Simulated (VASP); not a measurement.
# KF (Pm-3m) in VASP: density of states with PBE

Aim: the density of states of KF with PBE.

Program: VASP 6.6.1. These are calculated values, not measurements. Logs are shortened: lines on timing, memory, paths and dates and some standing lists are left out, and cuts for length are marked.

## 1. The cell of the first run

Symmetry: Pm-3m, No. 221, cubic system. The conventional cell has a = 3.259 Å, b = 3.259 Å, c = 3.259 Å, α = 90.00°, β = 90.00°, γ = 90.00°. K (site symmetry m-3m) has 8 F at 2.82 Å and 6 K at 3.26 Å within 3.7 Å. F (site symmetry m-3m) has 8 K at 2.82 Å and 6 F at 3.26 Å within 3.7 Å.

## 2. Density of states, PBE

POSCAR reads:

```
KF
1.0
    3.2589550000      0.0000000000      0.0000000000
    0.0000000000      3.2589550000      0.0000000000
    0.0000000000      0.0000000000      3.2589550000
K F
1 1
Direct
    0.0000000000      0.0000000000      0.0000000000
    0.5000000000      0.5000000000      0.5000000000
```

INCAR.step1 reads:

```
SYSTEM = KF
PREC = Accurate
ENCUT = 520
EDIFF = 1E-6
ISMEAR = 0
SIGMA = 0.05
LREAL = .FALSE.
LASPH = .TRUE.
NELM = 60
ALGO = Normal
ISIF = 2
LWAVE = .FALSE.
LCHARG = .TRUE.
GGA = PE
NBANDS = 15
```

KPOINTS.step1 reads:

```
regular mesh
0
G
  10 10 10
  0 0 0
```

INCAR.step2 reads:

```
SYSTEM = KF
PREC = Accurate
ENCUT = 520
EDIFF = 1E-6
ISMEAR = -5
SIGMA = 0.05
LREAL = .FALSE.
LASPH = .TRUE.
NELM = 60
ALGO = Normal
ISIF = 2
LWAVE = .FALSE.
LCHARG = .FALSE.
GGA = PE
LORBIT = 11
NEDOS = 1001
ICHARG = 11
```

KPOINTS.step2 reads:

```
regular mesh
0
G
  15 15 15
  0 0 0
```

Potentials or basis: VASP PAW PBE potentials, release 64 (K_sv, F).

The run is started by

```sh
cat potpaw_PBE.64/K_sv/POTCAR potpaw_PBE.64/F/POTCAR > POTCAR
cp INCAR.step1 INCAR
cp KPOINTS.step1 KPOINTS
mpirun -np 1 vasp_std > vasp.out
cp INCAR.step2 INCAR
cp KPOINTS.step2 KPOINTS
mpirun -np 1 vasp_std > vasp.out
```

OUTCAR:

```text
SYSTEM = KF
   PREC = Accurate
   ENCUT = 520
   EDIFF = 1E-6
   ISMEAR = -5
   LREAL = .FALSE.
   LASPH = .TRUE.
   NELM = 60
   ISIF = 2
   GGA = PE
   LORBIT = 11
   ICHARG = 11

 ion  position               nearest neighbor table
   1  0.000  0.000  0.000-   2 2.82   2 2.82   2 2.82   2 2.82   2 2.82   2 2.82   2 2.82   2 2.82

   2  0.500  0.500  0.500-   1 2.82   1 2.82   1 2.82   1 2.82   1 2.82   1 2.82   1 2.82   1 2.82

  LATTYP: Found a simple cubic cell.
 ALAT       =     3.2589550000

  Lattice vectors:

 A1 = (   3.2589550000,   0.0000000000,   0.0000000000)
 A2 = (   0.0000000000,   3.2589550000,   0.0000000000)
 A3 = (   0.0000000000,   0.0000000000,   3.2589550000)

Analysis of symmetry for initial positions (statically):
=====================================================================
 Subroutine PRICEL returns:
 Original cell was already a primitive cell.

 Routine SETGRP: Setting up the symmetry group for a
 simple cubic supercell.

 Subroutine GETGRP returns: Found 48 space group operations
 (whereof 48 operations were pure point group operations)
 out of a pool of 48 trial point group operations.

The static configuration has the point symmetry O_h .

Analysis of symmetry for dynamics (positions and initial velocities):
=====================================================================
 Subroutine PRICEL returns:
 Original cell was already a primitive cell.

 Routine SETGRP: Setting up the symmetry group for a
 simple cubic supercell.

 Subroutine GETGRP returns: Found 48 space group operations
 (whereof 48 operations were pure point group operations)
 out of a pool of 48 trial point group operations.

The dynamic configuration has the point symmetry O_h .

 Subroutine INISYM returns: Found 48 space group operations
 (whereof 48 operations are pure point group operations),
 and found     1 'primitive' translations

----------------------------------------------------------------------------------------

                                     Primitive cell

  volume of cell :      34.6127

  direct lattice vectors                    reciprocal lattice vectors
     3.258955000  0.000000000  0.000000000     0.306846827  0.000000000  0.000000000
     0.000000000  3.258955000  0.000000000     0.000000000  0.306846827  0.000000000
     0.000000000  0.000000000  3.258955000     0.000000000  0.000000000  0.306846827

  length of vectors
     3.258955000  3.258955000  3.258955000     0.306846827  0.306846827  0.306846827

  position of ions in fractional coordinates (direct lattice)
     0.000000000  0.000000000  0.000000000
     0.500000000  0.500000000  0.500000000

  ion indices of the primitive-cell ions
   primitive index   ion index
                 1           1
                 2           2

----------------------------------------------------------------------------------------

 KPOINTS: regular mesh

Automatic generation of k-mesh.
 Grid dimensions read from file:
 generate k-points for:   15   15   15

 Generating k-lattice:

  Cartesian coordinates                     Fractional coordinates (reciprocal lattice)
     0.020456455  0.000000000  0.000000000     0.066666667  0.000000000  0.000000000
     0.000000000  0.020456455  0.000000000     0.000000000  0.066666667  0.000000000
     0.000000000  0.000000000  0.020456455     0.000000000  0.000000000  0.066666667

  Length of vectors
     0.020456455  0.020456455  0.020456455

  Shift w.r.t. Gamma in fractional coordinates (k-lattice)
     0.000000000  0.000000000  0.000000000

 TETIRR: Found   1667 inequivalent tetrahedra from    20250

 Subroutine IBZKPT returns following result:
 ===========================================

 Found    120 irreducible k-points:

 Following reciprocal coordinates:
            Coordinates               Weight
  0.000000  0.000000  0.000000      1.000000
  0.066667  0.000000  0.000000      6.000000
  0.133333  0.000000  0.000000      6.000000
  0.200000  0.000000  0.000000      6.000000
  0.266667  0.000000  0.000000      6.000000
  0.333333  0.000000  0.000000      6.000000
[... 16 lines left out ...]
  0.266667  0.200000  0.000000     24.000000
  0.333333  0.200000  0.000000     24.000000
 [... further k-points ...]
   k-points           NKPTS =    120   k-points in BZ     NKDIM =    120   number of bands    NBANDS=     12
   number of dos      NEDOS =   1001   number of ions     NIONS =      2
   total plane-waves  NPLWV =  13824
   dimension x,y,z NGX =    24 NGY =   24 NGZ =   24
   dimension x,y,z NGXF=    48 NGYF=   48 NGZF=   48
   ions per type =               1   1
   NGX,Y,Z   is equivalent  to a cutoff of  12.24, 12.24, 12.24 a.u.
   NGXF,Y,Z  is equivalent  to a cutoff of  24.49, 24.49, 24.49 a.u.
 SYSTEM =  KF
   PREC   = accura    normal or accurate (medium, high low for compatibility)
   ISTART =      0    job   : 0-new  1-cont  2-samecut
   ICHARG =     11    charge: 1-file 2-atom 10-const
   ISPIN  =      1    spin polarized calculation?
   LNONCOLLINEAR =      F non collinear calculations
   LSORBIT =      F    spin-orbit coupling
   LASPH  =      T    aspherical Exc in radial PAW
   ENCUT  =  520.0 eV  38.22 Ry    6.18 a.u.   6.06  6.06  6.06*2*pi/ulx,y,z
   NELM   =     60;   NELMIN=  2; NELMDL=  0     # of ELM steps
   EDIFF  = 0.1E-05   stopping-criterion for ELM
   LREAL  =      F    real-space projection
   EDIFFG = 0.1E-04   stopping-criterion for IOM
   NSW    =      0    number of steps for IOM
   IBRION =     -1    ionic relax: 0-MD 1-quasi-New 2-CG
   NFREE  =      0    steps in history (QN), initial steepest desc. (CG)
   ISIF   =      2    stress and relaxation
   ISYM   =      2    0-nonsym 1-usesym 2-fastsym
   POTIM  = 0.5000    time-step for ionic-motion
   TEBEG  =    0.0;   TEEND  =   0.0 temperature during run
   PSTRESS=    0.0 pullay stress
   NELECT =      16.0000    total number of electrons
   NUPDOWN=      -1.0000    fix difference up-down
   EMIN   =  10.00;   EMAX   =-10.00  energy-range for DOS
   EFERMI =   0.00;   METHOD = LEGACY
   ISMEAR =    -5;   SIGMA  =   0.05  broadening in eV -4-tet -1-fermi 0-gaus
   EFERMI_NEDOS =   21; number of points for ismear=-14 and -15
   IALGO  =     38    algorithm
   IMIX   =      4    mixing-type and parameters
     AMIX     =   0.40;   BMIX     =  1.00
     AMIX_MAG =   1.60;   BMIX_MAG =  1.00
  volume/ion in A,a.u.               =      17.31       116.79
  Fermi-wavevector in a.u.,A,eV,Ry     =   1.265814  2.392041 21.800402  1.602284
  Thomas-Fermi vector in A             =   2.399047
   LORBIT       =     11    0 simple, 1 ext, 2 COOP (PROOUT), +10 PAW based schemes
   GGA     = PE    functional components
   LHFCALC =     F    Hartree Fock is set to
   AEXX    =    0.0000 exact exchange contribution
   IVDW    =     0    specifies the selected vdW correction
   LEPSILON=     F    determine dielectric tensor
   LRPA    =     F    only Hartree local field effects (RPA)
 non-spin polarized calculation
 Fermi weights with tetrahedron method with Bloechl corrections
  energy-cutoff  :      520.00
  volume of cell :       34.61
 maximum number of plane-waves:       948

 number of electron      15.9999992 magnetization

 Free energy of the ion-electron system (eV)
  ---------------------------------------------------
  ext. energy  EPLUGINS =         0.00000000
  ---------------------------------------------------
  free energy    TOTEN  =        -8.09363285 eV

  energy without entropy =       -8.09363285  energy(sigma->0) =       -8.09363285

 E-fermi :  -2.0305     XC(G=0):  -9.0242

 val. band max:       -2.0397277087   @ k =   0.4667   0.4667   0.0000
 cond. band min:       4.2205051274   @ k =   0.0000   0.0000   0.0000
 fundamental gap:      6.2602328361
 Fermi energy:        -2.0304597855

 k-point     1 :       0.0000    0.0000    0.0000
  band No.  band energies     occupation
      1     -29.0572      2.00000
      2     -20.9357      2.00000
      3     -12.0888      2.00000
      4     -12.0888      2.00000
      5     -12.0888      2.00000
      6      -2.0884      2.00000
      7      -2.0884      2.00000
      8      -2.0884      2.00000
      9       4.2205      0.00000
     10       6.2535      0.00000
     11       6.2535      0.00000
     12      11.7797      0.00000

 k-point     2 :       0.0667    0.0000    0.0000
  band No.  band energies     occupation
      1     -29.0519      2.00000
      2     -20.9367      2.00000
      3     -12.1204      2.00000
      4     -12.0842      2.00000
      5     -12.0842      2.00000
      6      -2.1499      2.00000
      7      -2.0929      2.00000
      8      -2.0929      2.00000
      9       4.3426      0.00000
     10       6.2882      0.00000
     11       6.3558      0.00000
     12      11.7048      0.00000

 k-point     3 :       0.1333    0.0000    0.0000
  band No.  band energies     occupation
      1     -29.0369      2.00000
      2     -20.9398      2.00000
      3     -12.2085      2.00000
      4     -12.0710      2.00000
      5     -12.0710      2.00000
      6      -2.3160      2.00000
      7      -2.1057      2.00000
      8      -2.1057      2.00000
      9       4.6877      0.00000
     10       6.3893      0.00000
     11       6.6494      0.00000
     12      11.4874      0.00000
[... 286 lines left out ...]
 k-point    23 :       0.2667    0.2000    0.0000
  band No.  band energies     occupation
      1     -28.9502      2.00000
      2     -20.9325      2.00000
      3     -12.4886      2.00000
      4     -12.3026      2.00000
      5     -11.9968      2.00000
      6      -2.7335      2.00000
      7      -2.3569      2.00000
      8      -2.1337      2.00000
      9       6.2856      0.00000
     10       7.2471      0.00000
     11       8.1398      0.00000
     12      10.1843      0.00000

 k-point    24 :       0.3333    0.2000    0.0000
  band No.  band energies     occupation
      1     -28.9267      2.00000
      2     -20.9288      2.00000
      3     -12.6242      2.00000
      4     -12.3032      2.00000
      5     -11.9770      2.00000
      6      -2.8640      2.00000
      7      -2.3663      2.00000
      8      -2.1377      2.00000
      9       6.6669      0.00000
     10       7.4383      0.00000
     11       8.4833      0.00000
     12      10.2118      0.00000

 [... further k-points ...]

------------------------ aborting loop because EDIFF is reached ----------------------------------------

  FORCE on cell =-STRESS in cart. coord.  units (eV):
  Direction    XX          YY          ZZ          XY          YZ          ZX
  --------------------------------------------------------------------------------------
  -------------------------------------------------------------------------------------
  Total        0.0004847      0.0004847      0.0004847     -0.0000000     -0.0000000      0.0000000
  in kB        0.0224364      0.0224364      0.0224364     -0.0000000     -0.0000000      0.0000000
  external PRESSURE =       0.0224364 kB  Pullay stress =       0.0000000 kB

 VOLUME and BASIS-vectors are now :
 -----------------------------------------------------------------------------
  energy-cutoff  :      520.00
  volume of cell :       34.61
      direct lattice vectors                 reciprocal lattice vectors
     3.258955000  0.000000000  0.000000000     0.306846827  0.000000000  0.000000000
     0.000000000  3.258955000  0.000000000     0.000000000  0.306846827  0.000000000
     0.000000000  0.000000000  3.258955000     0.000000000  0.000000000  0.306846827

 POSITION                                       TOTAL-FORCE (eV/Angst)
 -----------------------------------------------------------------------------------
      0.00000      0.00000      0.00000         0.000000      0.000000      0.000000
      1.62948      1.62948      1.62948         0.000000      0.000000      0.000000
 -----------------------------------------------------------------------------------
    total drift:                                0.000000      0.000000     -0.000000

  FREE ENERGIE OF THE ION-ELECTRON SYSTEM (eV)
  ---------------------------------------------------
  free  energy   TOTEN  =        -8.0936328502 eV

  energy  without entropy=       -8.0936328502  energy(sigma->0) =       -8.09363285

 total charge

# of ion       s       p       d       tot
------------------------------------------
    1        1.957   5.589   0.029   7.574
    2        1.730   4.344   0.000   6.074
--------------------------------------------------
tot          3.686   9.932   0.029  13.648
```

It took 16 s on 1 thread of Intel Xeon 6975P-C (Granite Rapids), shared host; peak memory 0.16 GiB.

Results:

| Quantity | Value |
| --- | --- |
| Valence electrons inside the program's atomic spheres | K 7.57; F 6.07 |
